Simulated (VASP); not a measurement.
**Sn: single point with LDA**

The system is Sn.

```xyz
1
Lattice="-2.0292 2.0292 1.6608 2.0292 -2.0292 1.6608 2.0292 2.0292 -1.6608" Properties=species:S:1:pos:R:3 pbc="T T T"
Sn    0.0000    0.0000    0.0000
```

| Property | Result |
| --- | --- |
| Program | VASP 6.6.1 |
| Task | single point |
| Functional | LDA |
| Potentials or basis | VASP PAW LDA potentials, release 64 (Sn_d) |
| Cutoff | 520 eV |
| k mesh | 10 × 10 × 10 |
| Occupations | fermi-dirac, width 0.05 eV |
| Spin | no spin polarisation |
| Dipole correction | no |
| Further INCAR settings | ALGO = Normal; EDIFF = 1e-06; NBANDS = 13 |

```yaml
Pressure: -3.2 GPa
Band_gap_on_the_k_mesh: zero (band 7 reaches 14.38 eV, above the bottom of band 8 at 5.71 eV)
```

Stress tensor (GPa, compression positive):
```
-3.45  0.00  0.00
 0.00 -3.45  0.00
 0.00  0.00 -2.80
```

Levels at points of the mesh, in eV from the Fermi level:
```
           k point  band 5  band 6  band 7  band 8  band 9  band 10
(0.00, 0.00, 0.00)  -21.21  -11.01    6.72    6.72    9.21    10.39
(0.50, 0.00, 0.00)  -21.17   -5.79   -4.09    3.06    4.33     7.30
(0.50, 0.50, 0.00)  -21.17   -7.28   -4.60    5.74    7.70    10.49
(0.50, 0.50, 0.50)  -21.16   -3.47   -1.52   -1.52    2.53     3.22
```

Run time: 13 s on 1 thread of Intel(R) Xeon(R) 6975P-C (Granite Rapids) (shared host), peak memory 0.16 GiB.

Caveat: spin-orbit coupling is left out, which moves the levels of the heavy elements.
